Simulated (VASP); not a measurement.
NdAl2S:

```
CELL_PARAMETERS angstrom
4.04788 0.00000 0.00000
0.00000 4.04788 0.00000
0.00000 0.00000 5.15953
ATOMIC_POSITIONS crystal
Nd 0.00000 0.00000 0.00000
Al 0.50000 0.00000 0.50000
Al 0.00000 0.50000 0.50000
S 0.50000 0.50000 0.00000
```

The cell was built from a structure type or drawn by symmetry, and may not be a known phase.

- Program: VASP 6.6.1
- Task: relaxation of cell and atoms
- Functional: PBE
- Potentials or basis: VASP PAW PBE potentials, release 64 (Nd_3, Al, S), 4f in core
- Cutoff: 500 eV
- k mesh: 12 × 12 × 10
- Occupations: gaussian, width 0.1 eV
- Spin: no spin polarisation

At the start: pressure 0.3 GPa; volume 21.14 Å³/atom.

Where does the relaxation end?

Over 9 steps the energy falls by 32.5 meV/atom and the volume is 22.79 Å³/atom (+7.8 %); space group P4/mmm (No. 123, to 0.1 Å) before and after.

Step by step:
```csv
step,energy change (eV),largest force (eV/Å),pressure (GPa),volume (Å³)
1,0.0000,0.0000,0.28,84.54
2,-0.0087,0.0000,0.22,84.99
3,-0.0403,0.0000,0.08,86.31
4,-0.1040,0.0000,0.22,88.79
5,-0.0659,0.0000,1.84,93.13
6,-0.1286,0.0000,0.55,90.54
7,-0.1288,0.0000,0.51,90.39
8,-0.1100,0.0000,-1.97,94.54
9,-0.1300,0.0000,0.00,91.18
```

Final structure:
```cif
data_structure
_symmetry_space_group_name_H-M 'P 1'
_symmetry_Int_Tables_number 1
_cell_length_a 3.9379
_cell_length_b 3.9379
_cell_length_c 5.8797
_cell_angle_alpha 90.000
_cell_angle_beta 90.000
_cell_angle_gamma 90.000
_cell_volume 91.18
loop_
_atom_site_label
_atom_site_type_symbol
_atom_site_fract_x
_atom_site_fract_y
_atom_site_fract_z
_atom_site_occupancy
Nd1 Nd 0.00000 0.00000 0.00000 1
Al1 Al 0.50000 0.00000 0.50000 1
Al2 Al 0.00000 0.50000 0.50000 1
S1 S 0.50000 0.50000 0.00000 1
```

Caveat: the run has no spin polarisation, though such a crystal can be magnetic.
